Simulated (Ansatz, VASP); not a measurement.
Ta3Br: VASP beside Ansatz

```xyz
4
Lattice="4.2297 0.0000 0.0000 0.0000 4.2297 0.0000 0.0000 0.0000 4.2297" Properties=species:S:1:pos:R:3 pbc="T T T"
Ta    0.0000    2.1148    2.1148
Ta    2.1148    0.0000    2.1148
Ta    2.1148    2.1148    0.0000
Br    0.0000    0.0000    0.0000
```

Alike in both runs: task relaxation of cell and atoms; functional PBE; k mesh 12 × 12 × 12; occupations gaussian, width 0.1 eV; no spin polarisation.

|  | VASP | Ansatz |
| --- | --- | --- |
| version | VASP 6.6.1 | Ansatz 0.2.0 |
| potentials or method | VASP PAW PBE potentials, release 64 (Ta_pv, Br), cutoff 500 eV | scalar-relativistic, plane waves, PAW |
| valence electrons in the cell | 40 | 46 |

|  | VASP | Ansatz | Ansatz less VASP |
| --- | --- | --- | --- |
| gap on the k mesh at the Fermi level, each at its own relaxed structure (eV) | none | none | - |
| relaxed volume (Å³/atom) | 18.78 | 18.78 | -0.003 |
| relaxed length of the cell vector where the two differ most in proportion (Å) | 4.220 | 4.220 | -0.0002 |

A gap of «none» marks a metal or a gap that the smearing closes. VASP's potentials hold 40 valence electrons a cell and Ansatz's 46, so a difference there can come from the potentials and not from the codes.

Spin-orbit coupling is off throughout.
